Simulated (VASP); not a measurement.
## CdSe: single point with LDA

The system is CdSe.

```
Cd Se
1.0
     0.00000    3.07027    3.07027
     3.07027    0.00000    3.07027
     3.07027    3.07027    0.00000
Cd Se
1 1
Direct
  0.00989 0.98660 0.99949
  0.25237 0.23350 0.22650
```

```
Program                : VASP 6.6.1
Task                   : single point
Functional             : LDA
Potentials or basis    : VASP PAW LDA potentials, release 64 (Cd, Se)
Cutoff                 : 520 eV
k mesh                 : 5 × 5 × 5
Occupations            : fermi-dirac, width 0.05 eV
Spin                   : no spin polarisation
Dipole correction      : no
Further INCAR settings : ALGO = Normal; EDIFF = 1e-06; NBANDS = 16
```

| Quantity | Value |
| --- | --- |
| Pressure | -2.5 GPa |
| Largest force | 0.657 eV/Å |
| Band gap on the k mesh | 0.27 eV, direct |

Forces in eV/Å, atoms in the order of the input:
```
Cd  -0.401 -0.449 -0.265
Se   0.401  0.449  0.265
```

Stress tensor (GPa, compression positive):
```
-2.52  0.81  1.40
 0.81 -2.57  1.24
 1.40  1.24 -2.42
```

Levels at points of the mesh, in eV from the valence-band top:
| k point | band 5 | band 6 | band 7 | band 8 | band 9 | band 10 | band 11 | band 12 | band 13 | band 14 |
| --- | --- | --- | --- | --- | --- | --- | --- | --- | --- | --- |
| (0.00, 0.00, 0.00) | -7.59 | -7.59 | -0.18 | -0.02 | 0.00 | 0.27 | 5.69 | 5.70 | 5.86 | 9.30 |

It took 80 s on 1 thread of AMD EPYC 7R13, with other jobs on the host, peak memory 0.17 GiB.
